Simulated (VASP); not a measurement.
Input of a VASP 6.6.1 run:

INCAR

```
ALGO = Normal ; EDIFF = 1E-6
ENCUT = 520 ; GGA = PS
ISIF = 2 ; ISMEAR = 0
ISPIN = 2 ; LASPH = True
LCHARG = False ; LMAXMIX = 4
LORBIT = 11 ; LREAL = False
LWAVE = False ; MAGMOM = 0 0 0 0
NBANDS = 37 ; NELM = 150
NUPDOWN = 0.0 ; PREC = Accurate
SIGMA = 0.1
```

Contents of KPOINTS:

```
k-points
0
Gamma
  12 12 12
```

POSCAR

```
Mn3Cu
1.0
    0.0000000000      2.8388306464      2.8388306464
    2.8388306464      0.0000000000      2.8388306464
    2.8388306464      2.8388306464      0.0000000000
Mn Cu
3 1
Direct
    0.2500000000      0.2500000000      0.2500000000
    0.7500000000      0.7500000000      0.7500000000
    0.5000000000      0.5000000000      0.5000000000
    0.0000000000      0.0000000000      0.0000000000
```

Potentials or basis: VASP PAW PBE potentials, release 64 (Mn_pv, Cu).

Run with:

```sh
$ cat potpaw_PBE.64/Mn_pv/POTCAR potpaw_PBE.64/Cu/POTCAR > POTCAR
$ mpirun -np 1 vasp_std > vasp.out
```

Task: What does it give for the pressure?

Result: -15.8 GPa.

Caveat: the PAW data sets were made with another functional, which shifts forces and pressure a little; the total moment is fixed, so each spin has its own Fermi level.
